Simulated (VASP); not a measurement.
Here is a VASP 6.6.1 calculation.

File INCAR:

```
PREC = Accurate
ENCUT = 520
EDIFF = 1E-6
ISMEAR = 0
SIGMA = 0.1
LREAL = F
LASPH = T
NELM = 100
ALGO = Normal
ISIF = 2
LWAVE = F
LCHARG = F
LDIPOL = T
IDIPOL = 3
DIPOL = 0.5 0.5 0.294
GGA = PE
NBANDS = 15
```

The input KPOINTS:

```
Automatic mesh
0
Gamma
  16 16 1
```

The input POSCAR:

```
BiH
1.0
    3.2752256263      0.4451986128      0.0000000000
   -0.4473084862      3.2749381408      0.0000000000
    0.0000000000      0.0000000000     23.8000000000
Bi H
1 1
Direct
    0.0000000000      0.0000000000      0.2941176471
    0.5000000000      0.5000000000      0.2941176471
```

Potentials or basis: VASP PAW PBE potentials, release 64 (Bi_d, H).

Run with:

```bash
$ cat potpaw_PBE.64/Bi_d/POTCAR potpaw_PBE.64/H/POTCAR > POTCAR
$ mpirun -np 1 vasp_std > vasp.out
```

Problem. Predict the band gap on the k mesh.

Solution. Zero (band 8 reaches -2.49 eV, above the bottom of band 9 at -5.71 eV).

Caveat: spin-orbit coupling is left out, which moves the levels of the heavy elements.
